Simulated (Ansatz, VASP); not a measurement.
# HgTe: VASP beside Ansatz

POSCAR

```
HgTe
1.0
    0.0000000000      3.2559708010      3.2559708010
    3.2559708010      0.0000000000      3.2559708010
    3.2559708010      3.2559708010      0.0000000000
Hg Te
1 1
Direct
    0.0000000000      0.0000000000      0.0000000000
    0.2500000000      0.2500000000      0.2500000000
```

INCAR.step1

```
SYSTEM = HgTe
PREC = Accurate ; ENCUT = 550
ISMEAR = -1 ; SIGMA = 0.02
LREAL = .False. ; LASPH = .True.
NELM = 120 ; NBANDS = 16
GGA = PE ; ALGO = Normal
EDIFF = 1E-5 ; LWAVE = .True.
LCHARG = .False. ; GGA_COMPAT = .False.
```

The input INCAR.step2:

```
SYSTEM = HgTe
PREC = Accurate ; ENCUT = 550
EDIFF = 1E-6 ; ISMEAR = -1
SIGMA = 0.02 ; LREAL = .False.
LASPH = .True. ; NELM = 120
ALGO = Normal ; ISIF = 2
LWAVE = .False. ; LCHARG = .False.
METAGGA = R2SCAN ; LMIXTAU = .True.
NBANDS = 16 ; ISTART = 1
GGA_COMPAT = .False.
```

File KPOINTS:

```
Automatic mesh
0
Gamma
  6 6 6
  0 0 0
```

Input for Ansatz:

```yaml
crystal:
  lattice:
    - [0.0, 3.255970801, 3.255970801]
    - [3.255970801, 0.0, 3.255970801]
    - [3.255970801, 3.255970801, 0.0]
  atoms:
    - { symbol: Hg, position: [0.0, 0.0, 0.0] }
    - { symbol: Te, position: [0.25, 0.25, 0.25] }
kpoints:
  mp_grid: { grid: [6, 6, 6] }
hamiltonian:
  xc: r2scan
scf:
  occupations: { method: fermi_dirac, width: 0.02 }
  n_extra_bands: 4
output:
  forces: true
  stress: true
  eigenvalues: true
```

Alike in both runs: task single point; functional r2SCAN; k mesh 6 × 6 × 6; occupations fermi-dirac, width 0.02 eV; no spin polarisation.

|  | VASP | Ansatz |
| --- | --- | --- |
| version | VASP 6.6.1 | Ansatz 0.2.0 |
| potentials or method | VASP PAW PBE potentials, release 64 (Hg, Te) | plane waves, PAW |
| plane-wave cutoff (eV) | 550 | 500 |
| valence electrons in the cell | 18 | 36 |

```tsv
	VASP	Ansatz	Ansatz less VASP
pressure (GPa)	1.3	1.3	-0.07
```

VASP's potentials were made for PBE, not for r2SCAN. The functional is the same, so the differences come from potentials, cutoffs and numerics. VASP's potentials hold 18 valence electrons a cell and Ansatz's 36, so a difference there can come from the potentials and not from the codes.

Spin-orbit coupling is off throughout.
